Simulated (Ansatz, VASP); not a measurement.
## One calculation of Al, two programs

The input INCAR:

```
SYSTEM = Al
ALGO = Normal
EDIFF = 1E-6
ENCUT = 520
GGA = CA
ISIF = 2
ISMEAR = -1
LASPH = .TRUE.
LCHARG = .FALSE.
LREAL = .FALSE.
LWAVE = .FALSE.
NBANDS = 10
NELM = 60
PREC = Accurate
SIGMA = 0.08
```

Contents of KPOINTS:

```
k-points
0
G
  15 15 8
  0 0 0
```

POSCAR

```
Al
1.0
    2.2765898919      0.0000000000      0.0000000000
   -1.1382949460      1.9715846804      0.0000000000
    0.0000000000      0.0000000000      3.6956405576
Al
2
Direct
    0.3333333333      0.6666666667      0.2500000000
    0.6666666667      0.3333333333      0.7500000000
```

Input for Ansatz:

```yaml
crystal:
  lattice:
    - [2.2765898919, 0.0, 0.0]
    - [-1.138294946, 1.9715846804, 0.0]
    - [0.0, 0.0, 3.6956405576]
  atoms:
    - { symbol: Al, position: [0.3333333333, 0.6666666667, 0.25] }
    - { symbol: Al, position: [0.6666666667, 0.3333333333, 0.75] }
kpoints:
  mp_grid: { grid: [15, 15, 8] }
scf:
  occupations: { method: fermi_dirac, width: 0.08 }
hamiltonian:
  xc: lda
  pseudopotentials: { kind: paw }
output:
  forces: true
  stress: true
  eigenvalues: true
  populations: true
```

Change from the starting cell: volume scaled by 0.52, PAW files.

Alike in both runs: task single point; functional LDA; k mesh 15 × 15 × 8; occupations fermi-dirac, width 0.08 eV; no spin polarisation.

```csv
,VASP,Ansatz
version,VASP 6.6.1,Ansatz 0.2.0
potentials or method,"VASP PAW LDA potentials, release 64 (Al)","PAW with Ansatz's default frozen-core files, scalar-relativistic"
plane-wave cutoff (eV),520,420
valence electrons in the cell,6,6
```

VASP gave:

| Quantity | Value |
| --- | --- |
| pressure (GPa) | 208.8 |
| traceless stress, the component that is largest in VASP (GPa) | -0.14 |

Task: Which values does Ansatz return?

Result: Pressure (GPa): 206.0; traceless stress, the component that is largest in VASP (GPa): -0.10.

LDA's correlation is that of Perdew and Zunger in VASP and of Perdew and Wang (1992) in Ansatz. Both programs put the cell under a high pressure, so it lies far from rest at this level.

Noted on VASP's run: the cell as given lies far from equilibrium.
